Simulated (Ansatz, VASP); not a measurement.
One calculation of ZrTi3N4, two programs

The input INCAR:

```
  ALGO = Normal
  EDIFF = 1E-6
  EDIFFG = -0.04
  ENCUT = 600
  GGA = PE
  IBRION = 2
  ISIF = 3
  ISMEAR = 0
  ISPIN = 2
  LASPH = T
  LCHARG = F
  LMAXMIX = 4
  LORBIT = 11
  LREAL = F
  LWAVE = F
  MAGMOM = 0 1 1 1 0 0 0 0
  NELM = 150
  NSW = 90
  PREC = Accurate
  SIGMA = 0.1
```

File KPOINTS:

```
k-points
0
Gamma
  4 4 4
```

File POSCAR:

```
ZrTi3N4
1.0
    4.6546560300      0.0000000000      0.0000000000
    0.0000000000      4.6546560300      0.0000000000
    0.0000000000      0.0000000000      4.6546560300
Zr Ti N
1 3 4
Direct
    0.0000000000      0.0000000000      0.0000000000
    0.5000000000      0.5000000000      0.0000000000
    0.0000000000      0.5000000000      0.5000000000
    0.5000000000      0.0000000000      0.5000000000
    0.0000000000      0.0000000000      0.5000000000
    0.5000000000      0.0000000000      0.0000000000
    0.0000000000      0.5000000000      0.0000000000
    0.5000000000      0.5000000000      0.5000000000
```

Input for Ansatz:

```yaml
crystal:
  lattice:
    - [4.65465603, 0.0, 0.0]
    - [0.0, 4.65465603, 0.0]
    - [0.0, 0.0, 4.65465603]
  atoms:
    - { symbol: Zr, position: [0.0, 0.0, 0.0] }
    - { symbol: Ti, position: [0.5, 0.5, 0.0], spin: 1.0 }
    - { symbol: Ti, position: [0.0, 0.5, 0.5], spin: 1.0 }
    - { symbol: Ti, position: [0.5, 0.0, 0.5], spin: 1.0 }
    - { symbol: "N", position: [0.0, 0.0, 0.5] }
    - { symbol: "N", position: [0.5, 0.0, 0.0] }
    - { symbol: "N", position: [0.0, 0.5, 0.0] }
    - { symbol: "N", position: [0.5, 0.5, 0.5] }
basis:
  ecutwfc: 420
kpoints:
  mp_grid: { grid: [4, 4, 4] }
hamiltonian:
  xc: pbe
scf:
  occupations: { method: gaussian, width: 0.1 }
  lower_state_search: "off"
output:
  forces: true
  stress: true
  eigenvalues: true
  populations: true
magnetization:
  spin_polarized: true
relax:
  adjacent_minimum: "off"
  f_tol: 0.04
  max_steps: 70
  cell: { stress_tol: 0.4 }
```

Alike in both runs: task relaxation of cell and atoms; functional PBE; k mesh 4 × 4 × 4; occupations gaussian, width 0.1 eV; collinear spin.

```csv
,VASP,Ansatz
version,VASP 6.6.1,Ansatz 0.2.0
potentials or method,"VASP PAW PBE potentials, release 64 (Zr_sv, Ti_sv, N), cutoff 600 eV","scalar-relativistic, plane waves, PAW"
valence electrons in the cell,68,68
```

```csv
,VASP,Ansatz,Ansatz less VASP
"gap on the k mesh at the Fermi level, each at its own relaxed structure (eV)",none,none,-
net moment per atom (μB),0.00,0.00,0.000
relaxed volume (Å³/atom),10.32,10.33,+0.007
relaxed cell length with the largest relative difference (Å),4.355,4.356,+0.0010
```

A gap of «none» marks a metal or a gap that the smearing closes. Ansatz's warnings: seeded moment not kept.

Noted on VASP's run: the volume moved by over 15 % at a fixed basis, so the end points are rough.
